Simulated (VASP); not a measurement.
Rb: single point with rpbe exchange, lyp correlation

Crystal: Rb.

```
Rb
1.0
    -2.83938    2.83938    2.83938
     2.83938   -2.83938    2.83938
     2.83938    2.83938   -2.83938
Rb
1
Direct
  0.00000 0.00000 0.00000
```

```json
{
 "Program": "VASP 6.6.1",
 "Task": "single point",
 "Functional": "rpbe exchange, lyp correlation",
 "Potentials or basis": "VASP PAW PBE potentials, release 64 (Rb_sv)",
 "Cutoff": "500 eV",
 "k mesh": "7 × 7 × 7",
 "Occupations": "fermi-dirac, width 0.01 eV",
 "Spin": "no spin polarisation",
 "Dipole correction": "no",
 "Further INCAR settings": "ALGO = Normal; EDIFF = 1e-06; NBANDS = 10"
}
```

| Property | Result |
| --- | --- |
| Pressure | 0.3 GPa |
| Band gap on the k mesh | zero (an odd number of electrons rules out a gap without spin polarisation) |

Levels at points of the mesh, in eV from the Fermi level:
| k point | band 2 | band 3 | band 4 | band 5 | band 6 | band 7 | band 8 | band 9 |
| --- | --- | --- | --- | --- | --- | --- | --- | --- |
| (0.00, 0.00, 0.00) | -13.10 | -13.10 | -13.10 | -1.93 | 3.54 | 3.54 | 3.54 | 4.46 |

It took 9.3 s on 1 thread of AMD EPYC 9R45 96-Core Processor (Zen 5), on a shared host, peak memory 0.17 GiB.

Caveat: the PAW data sets were made with another functional, which shifts forces and pressure a little.
